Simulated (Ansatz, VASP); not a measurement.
# Sb: VASP beside Ansatz

```
Sb
1.0
     3.09738   -0.00529    0.00039
    -0.01043    6.29343    0.00330
     0.00484    0.01297   16.84635
Sb
10
Direct
  0.50076 0.75649 0.15797
  0.49877 0.75517 0.65859
  0.50344 0.24332 0.15886
  0.49747 0.24304 0.65842
  0.49945 0.75595 0.34118
  0.49940 0.75728 0.84184
  0.49982 0.24443 0.34174
  0.50178 0.24308 0.84148
  0.49725 0.49936 0.99984
  0.50186 0.50188 0.50007
```

Change from the starting cell: cell x2, atoms moved at random (sigma 0.15 Å) and cell strained at random (1.5 %), then relaxed without symmetry.

Alike in both runs: functional PBE; k mesh 8 × 4 × 2; occupations gaussian, width 0.2 eV; no spin polarisation.

Ansatz relaxed the structure, and its values are those at the end. VASP's run is a single point on that final structure, the one shown.

|  | VASP | Ansatz |
| --- | --- | --- |
| version | VASP 6.6.1 | Ansatz 0.2.0 |
| potentials or method | VASP PAW PBE potentials, release 64 (Sb), cutoff 520 eV | scalar-relativistic, plane waves, PAW |
| valence electrons in the cell | 50 | 150 |

Ansatz gave:

```
gap on the k mesh at the Fermi level (eV) : none
pressure (GPa)                            : 0.0
rms of the force components (eV/Å)        : 0.010
```

Task: What did VASP give for the same quantities?

Result: gap on the k mesh at the Fermi level (eV): none; pressure (GPa): 0.0; rms of the force components (eV/Å): 0.008.

A gap of «none» marks a metal or a gap that the smearing closes. VASP's potentials hold 50 valence electrons a cell and Ansatz's 150, so a difference there can come from the potentials and not from the codes.

Spin-orbit coupling is off throughout.
